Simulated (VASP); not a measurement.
Crystal: NiO.

```
CELL_PARAMETERS angstrom
0.00000 2.09972 2.09972
2.09972 0.00000 2.09972
2.09972 2.09972 0.00000
ATOMIC_POSITIONS crystal
Ni 0.00000 0.00000 0.00000
O 0.50000 0.50000 0.50000
```

Base run:

```yaml
Program: VASP 6.6.1
Functional: BLYP
Dispersion: D3(BJ)
Potentials_or_basis: VASP PAW PBE potentials, release 64 (Ni, O)
Cutoff: 520 eV
k_mesh: 11 × 11 × 11
Occupations: fermi-dirac, width 0.05 eV
Spin: collinear spin, ferromagnetic start
Starting_moments: "[1.0, 0.0] μB"
```

Its results: pressure 1.5 GPa; net moment 1.68 μB per cell; site moments Ni +1.38; O +0.26 μB.

Task: The run is repeated on the same cell with these changes: functional from BLYP to PBEsol. What comes out?

Result: Pressure -13.8 GPa; net moment 1.42 μB per cell; site moments Ni +1.18; O +0.20 μB.

PBEsol binds more tightly than BLYP, so the same cell stands under less pressure.

Caveats: the PAW data sets were made with another functional, which shifts forces and pressure a little; a cell with one magnetic atom can't hold antiferromagnetic order, which such compounds often take; the cell stands under tension (at least some runs).
